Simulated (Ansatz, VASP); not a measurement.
This is a calculation of BeS for Ansatz 0.2.0.

Contents of input.yaml:

```yaml
crystal:
  lattice:
    - [0.0, 2.3922257121, 2.3922257121]
    - [2.3922257121, 0.0, 2.3922257121]
    - [2.3922257121, 2.3922257121, 0.0]
  atoms:
    - { symbol: S, position: [0.75, 0.75, 0.75] }
    - { symbol: Be, position: [0.0, 0.0, 0.0] }
kpoints:
  mp_grid: { grid: [9, 9, 9] }
scf:
  occupations: { method: fermi_dirac, width: 0.05 }
hamiltonian:
  xc: lda
  pseudopotentials: { kind: all_electron, lapw: { basis_error: 0.001 } }
output:
  forces: true
  stress: true
  eigenvalues: true
```

Potentials or basis: all-electron LAPW, scalar-relativistic.

Command:

```sh
$ ansatz run input.yaml --threads 1 --pin off --max-ram 3072MiB --backend cpu --events-out ev --progress --plain --runs-dir out
```

Question: Set up the same calculation for VASP 6.6.1. Potentials there: VASP PAW LDA potentials, release 64 (S, Be).

Answer: As run (the cutoff follows the program's own potentials):

The input INCAR:

```
SYSTEM = BeS
ALGO = Normal ; EDIFF = 1E-6
ENCUT = 520 ; ISIF = 2
ISMEAR = -1 ; LASPH = .True.
LCHARG = .True. ; LELF = .True.
LREAL = .False. ; LVHAR = .True.
LWAVE = .False. ; NBANDS = 11
NELM = 100 ; PREC = Accurate
SIGMA = 0.05
```

Contents of KPOINTS:

```
k-points
0
Gamma
  9 9 9
  0 0 0
```

POSCAR

```
BeS
1.0
    0.0000000000      2.3922257121      2.3922257121
    2.3922257121      0.0000000000      2.3922257121
    2.3922257121      2.3922257121      0.0000000000
S Be
1 1
Direct
    0.7500000000      0.7500000000      0.7500000000
    0.0000000000      0.0000000000      0.0000000000
```

Potentials or basis: VASP PAW LDA potentials, release 64 (S, Be).

The run is started by

```sh
$ cat potpaw_LDA.64/S/POTCAR potpaw_LDA.64/Be/POTCAR > POTCAR
$ mpirun -np 1 vasp_std > vasp.out
```

Both were run:

|  | VASP | Ansatz | Ansatz less VASP |
| --- | --- | --- | --- |
| gap on the k mesh at the Fermi level (eV) | 2.92 | 2.91 | -0.006 |
| least direct gap on the mesh (eV) | 5.52 | 5.50 | -0.026 |
| pressure (GPa) | 0.8 | 0.7 | -0.07 |

LDA's correlation is that of Perdew and Zunger in VASP and of Perdew and Wang (1992) in Ansatz. Ansatz ran all-electron here, and VASP with PAW potentials.
